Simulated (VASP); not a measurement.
# WC (P1) in VASP: notebook, part 2 of 2

VASP 6.6.1.

## 3. Single point, LDA

INCAR reads:

```
PREC = Accurate
ENCUT = 520
EDIFF = 1E-6
ISMEAR = -1
SIGMA = 0.15
LREAL = F
LASPH = T
NELM = 60
ALGO = Normal
ISIF = 2
LWAVE = F
LCHARG = T
GGA = CA
LELF = T
LVHAR = T
NBANDS = 16
```

KPOINTS reads:

```
Automatic mesh
0
Gamma
  8 8 8
```

POSCAR reads:

```
WC
1.0
    0.0000000000      2.1926800000      2.1926800000
    2.1926800000      0.0000000000      2.1926800000
    2.1926800000      2.1926800000      0.0000000000
W C
1 1
Direct
    0.9976278742      0.0186921258      0.9946821258
    0.4918800000      0.5087100000      0.5022500000
```

Potentials or basis: VASP PAW LDA potentials, release 64 (W_sv, C).

The run is started by

```sh
cat potpaw_LDA.64/W_sv/POTCAR potpaw_LDA.64/C/POTCAR > POTCAR
mpirun -np 1 vasp_std > vasp.out
```

OUTCAR:

```text
PREC = Accurate
   ENCUT = 520
   EDIFF = 1E-6
   ISMEAR = -1
   LREAL = F
   LASPH = T
   NELM = 60
   ISIF = 2
   GGA = CA

 ion  position               nearest neighbor table
   1  0.998  0.019  0.995-   2 2.16   2 2.19   2 2.19   2 2.20   2 2.20   2 2.23
   2  0.492  0.509  0.502-   1 2.16   1 2.19   1 2.19   1 2.20   1 2.20   1 2.23

  LATTYP: Found a face centered cubic cell.
 ALAT       =     4.3853600000

  Lattice vectors:

 A1 = (   0.0000000000,   2.1926800000,   2.1926800000)
 A2 = (   2.1926800000,   0.0000000000,   2.1926800000)
 A3 = (   2.1926800000,   2.1926800000,   0.0000000000)

Analysis of symmetry for initial positions (statically):
=====================================================================
 Subroutine PRICEL returns:
 Original cell was already a primitive cell.

 Routine SETGRP: Setting up the symmetry group for a
 face centered cubic supercell.

 Subroutine GETGRP returns: Found  1 space group operations
 (whereof  1 operations were pure point group operations)
[... 155 lines left out ...]
 Free energy of the ion-electron system (eV)
  ---------------------------------------------------
  ext. energy  EPLUGINS =         0.00000000
  ---------------------------------------------------
  free energy    TOTEN  =       -23.80505883 eV

  energy without entropy =      -23.72035439  energy(sigma->0) =      -23.76270661

 E-fermi :  12.3369     XC(G=0): -13.8936

 val. band max:       12.3123695642   @ k =  -0.3750   0.3750  -0.3750
 cond. band min:      12.3440699388   @ k =   0.2500   0.0000   0.0000
 fundamental gap:      0.0317003745
 Fermi energy:        12.3369380214

 k-point     1 :       0.0000    0.0000    0.0000
  band No.  band energies     occupation
      1     -62.6642      2.00000
      2     -26.9185      2.00000
      3     -26.9176      2.00000
      4     -26.9176      2.00000
      5      -3.3306      2.00000
      6       9.4918      2.00000
[... 433 lines left out ...]
      3     -26.9810      2.00000
      4     -26.9692      2.00000
      5      -1.8959      2.00000
      6       6.0380      2.00000
[... 8 lines left out ...]
     15      24.8614      0.00000
     16      28.3375      0.00000

 [... further k-points ...]
[... 5 lines left out ...]
  --------------------------------------------------------------------------------------
  -------------------------------------------------------------------------------------
  Total       -1.7468757     -1.7476821     -1.6685196      0.0002756      0.0020593     -0.0027676
  in kB     -132.7445877   -132.8058684   -126.7903337      0.0209417      0.1564839     -0.2103111
  external PRESSURE =    -130.7802633 kB  Pullay stress =       0.0000000 kB

 VOLUME and BASIS-vectors are now :
 -----------------------------------------------------------------------------
  energy-cutoff  :      520.00
  volume of cell :       21.08
      direct lattice vectors                 reciprocal lattice vectors
     0.000000000  2.192680000  2.192680000    -0.228031450  0.228031450  0.228031450
     2.192680000  0.000000000  2.192680000     0.228031450 -0.228031450  0.228031450
     2.192680000  2.192680000  0.000000000     0.228031450  0.228031450 -0.228031450

 POSITION                                       TOTAL-FORCE (eV/Angst)
 -----------------------------------------------------------------------------------
      2.22201      4.36850      2.22846        -0.032486      0.024501     -0.212123
      2.21671      2.17981      2.19397         0.032486     -0.024501      0.212123
 -----------------------------------------------------------------------------------
    total drift:                               -0.000021      0.000022     -0.000011

  FREE ENERGIE OF THE ION-ELECTRON SYSTEM (eV)
  ---------------------------------------------------
  free  energy   TOTEN  =       -23.8050588259 eV

  energy  without entropy=      -23.7203543853  energy(sigma->0) =      -23.76270661
```

OSZICAR:

```text
N       E                     dE             d eps       ncg     rms          rms(c)
DAV:   1     0.107216823234E+03    0.10722E+03   -0.94494E+03  8352   0.125E+03
DAV:   2    -0.240893098717E+02   -0.13131E+03   -0.12669E+03 10064   0.334E+02
DAV:   3    -0.272812503076E+02   -0.31919E+01   -0.31779E+01  8968   0.492E+01
DAV:   4    -0.272979249714E+02   -0.16675E-01   -0.16673E-01 10920   0.409E+00
DAV:   5    -0.272980502140E+02   -0.12524E-03   -0.12524E-03  9048   0.335E-01    0.308E+01
DAV:   6    -0.239482363754E+02    0.33498E+01   -0.83674E+00 10976   0.275E+01    0.777E+00
DAV:   7    -0.238412711637E+02    0.10697E+00   -0.55411E-01  8432   0.597E+00    0.643E+00
DAV:   8    -0.238076797013E+02    0.33591E-01   -0.96736E-02  9968   0.234E+00    0.142E+00
DAV:   9    -0.238052054372E+02    0.24743E-02   -0.44035E-03  9248   0.517E-01    0.127E-01
DAV:  10    -0.238050613466E+02    0.14409E-03   -0.42579E-04 10304   0.227E-01    0.698E-02
DAV:  11    -0.238050592735E+02    0.20731E-05   -0.26074E-05  9448   0.439E-02    0.144E-02
DAV:  12    -0.238050588259E+02    0.44753E-06   -0.19630E-06  7952   0.134E-02
   1 F= -.23805059E+02 E0= -.23762707E+02  d E =-.847044E-01
```

It took 53 s on 1 thread of Intel Xeon Platinum 8488C (Sapphire Rapids), shared host; peak memory 0.19 GiB.

Results:

| Quantity | Value |
| --- | --- |
| Free energy | -23.8051 eV |
| Pressure | -13.1 GPa |
| Largest force | 0.216 eV/Å |
| Band gap on the k mesh | zero (band 9 reaches 13.31 eV, above the bottom of band 10 at 10.22 eV) |

Forces on the atoms (eV/Å):
```
W   -0.032  0.025 -0.212
C    0.032 -0.025  0.212
```

Levels at points of the mesh, in eV from the Fermi level:
```tsv
k point	band 7	band 8	band 9	band 10	band 11	band 12
(0.00, 0.00, 0.00)	-2.84	-2.81	-1.41	-1.09	-1.04	-0.97
(0.50, 0.00, 0.00)	-6.61	-6.60	0.97	0.97	2.26	4.96
(0.00, 0.50, 0.00)	-6.61	-6.61	0.97	0.97	2.27	4.97
(0.00, 0.00, 0.50)	-6.61	-6.60	0.97	0.97	2.26	4.96
(0.50, 0.50, 0.50)	-6.61	-6.60	0.97	0.97	2.26	4.96
(0.50, 0.50, 0.00)	-5.53	-2.49	-2.49	0.78	2.20	2.20
(0.00, 0.50, 0.50)	-5.54	-2.50	-2.46	0.80	2.20	2.20
(0.50, 0.00, 0.50)	-5.54	-2.50	-2.46	0.80	2.20	2.20
```

Caveat: spin-orbit coupling is left out, which moves the levels of the heavy elements.

## 4. Single point, LDA

INCAR reads:

```
PREC = Accurate ; ENCUT = 520
EDIFF = 1E-7 ; ISMEAR = -1
SIGMA = 0.15 ; LREAL = False
LASPH = True ; NELM = 100
ALGO = Normal ; ISIF = 2
LWAVE = False ; LCHARG = False
NBANDS = 16
```

KPOINTS reads:

```
regular mesh
0
Gamma
  8 8 8
```

Changes to POSCAR since step 3:

```diff
@@ -8,3 +8,3 @@
 Direct
-    0.9976278742      0.0186921258      0.9946821258
+    0.9994521258      0.0168678742      0.9928578742
     0.4918800000      0.5087100000      0.5022500000
```

The run is started by

```sh
cat potpaw_LDA.64/W_sv/POTCAR potpaw_LDA.64/C/POTCAR > POTCAR
mpirun -np 1 vasp_std > vasp.out
```

It took 57 s on 1 thread of Intel Xeon Platinum 8488C (Sapphire Rapids), shared host; peak memory 0.19 GiB.

It converged, with:

```
Free energy            : -23.8051 eV
Pressure               : -13.1 GPa
Largest force          : 0.214 eV/Å
Band gap on the k mesh : zero (band 9 reaches 13.31 eV, above the bottom of band 10 at 10.23 eV)
```

Forces in eV/Å, atoms in the order of the input:
```
W    0.017  0.024 -0.212
C   -0.017 -0.024  0.212
```

Stress tensor (GPa, compression positive):
```
-13.29   0.00   0.01
  0.00 -13.28   0.02
  0.01   0.02 -12.68
```

Levels at points of the mesh, in eV from the Fermi level:
| k point | band 7 | band 8 | band 9 | band 10 | band 11 | band 12 |
| --- | --- | --- | --- | --- | --- | --- |
| (0.00, 0.00, 0.00) | -2.84 | -2.81 | -1.41 | -1.08 | -1.04 | -0.99 |
| (0.50, 0.00, 0.00) | -6.61 | -6.60 | 0.97 | 0.97 | 2.26 | 4.96 |
| (0.00, 0.50, 0.00) | -6.61 | -6.61 | 0.97 | 0.97 | 2.26 | 4.96 |
| (0.00, 0.00, 0.50) | -6.61 | -6.61 | 0.97 | 0.97 | 2.26 | 4.97 |
| (0.50, 0.50, 0.50) | -6.61 | -6.60 | 0.97 | 0.97 | 2.26 | 4.96 |
| (0.50, 0.50, 0.00) | -5.53 | -2.49 | -2.49 | 0.78 | 2.20 | 2.20 |
| (0.00, 0.50, 0.50) | -5.54 | -2.50 | -2.46 | 0.80 | 2.20 | 2.20 |
| (0.50, 0.00, 0.50) | -5.54 | -2.50 | -2.46 | 0.80 | 2.20 | 2.20 |

Caveat: spin-orbit coupling is left out, which moves the levels of the heavy elements.

## 5. Single point, LDA

INCAR reads:

```
PREC     = Accurate       # precision mode
ENCUT    = 520            # plane-wave cutoff, eV
EDIFF    = 1E-6           # SCF threshold, eV
ISMEAR   = -1             # smearing method
SIGMA    = 0.15           # smearing width, eV
LREAL    = F              # projectors in reciprocal space
LASPH    = T              # aspherical terms in the spheres
NELM     = 60             # most SCF steps
ALGO     = Normal         # electronic algorithm
ISIF     = 2              # what is computed and relaxed
LWAVE    = F              # write WAVECAR
LCHARG   = F              # write CHGCAR
NBANDS   = 16             # bands
```

KPOINTS is that of step 4.

Changes to POSCAR since step 4:

```diff
@@ -8,3 +8,3 @@
 Direct
-    0.9994521258      0.0168678742      0.9928578742
+    0.9948914968      0.0214285032      0.9974185032
     0.4918800000      0.5087100000      0.5022500000
```

The run is started by

```sh
cat potpaw_LDA.64/W_sv/POTCAR potpaw_LDA.64/C/POTCAR > POTCAR
mpirun -np 1 vasp_std > vasp.out
```

Run time: 68 s. Hardware: 1 thread of Intel Xeon Platinum 8488C (Sapphire Rapids), shared host; peak memory 0.19 GiB.

The run converged. Its results:

- Free energy: -23.8042 eV
- Pressure: -13.0 GPa
- Largest force: 0.239 eV/Å
- Band gap on the k mesh: zero (band 9 reaches 13.31 eV, above the bottom of band 10 at 10.22 eV)

Forces in eV/Å, atoms in the order of the input:
```
W   -0.106  0.025 -0.212
C    0.106 -0.025  0.212
```

Stress tensor (GPa, compression positive):
```
-13.14   0.01  -0.07
  0.01 -13.28   0.02
 -0.07   0.02 -12.68
```

Levels at points of the mesh, in eV from the Fermi level:
```tsv
k point	band 5	band 6	band 7	band 8	band 9	band 10	band 11	band 12	band 13	band 14
(0.00, 0.00, 0.00)	-15.67	-2.85	-2.85	-2.81	-1.42	-1.18	-1.03	-0.88	-0.67	6.61
(0.50, 0.00, 0.00)	-11.00	-9.79	-6.61	-6.60	0.97	0.97	2.26	4.95	8.65	8.70
(0.00, 0.50, 0.00)	-11.01	-9.78	-6.61	-6.61	0.97	0.97	2.27	4.97	8.68	8.71
(0.00, 0.00, 0.50)	-11.00	-9.79	-6.61	-6.60	0.97	0.97	2.26	4.95	8.66	8.70
(0.50, 0.50, 0.50)	-11.01	-9.78	-6.61	-6.61	0.97	0.97	2.27	4.97	8.68	8.71
(0.50, 0.50, 0.00)	-13.45	-5.82	-5.53	-2.49	-2.48	0.79	2.20	2.20	5.37	7.31
(0.00, 0.50, 0.50)	-13.45	-5.83	-5.54	-2.50	-2.46	0.80	2.20	2.20	5.40	7.30
(0.50, 0.00, 0.50)	-13.45	-5.83	-5.54	-2.50	-2.46	0.80	2.20	2.20	5.40	7.30
```

Caveat: spin-orbit coupling is left out, which moves the levels of the heavy elements.
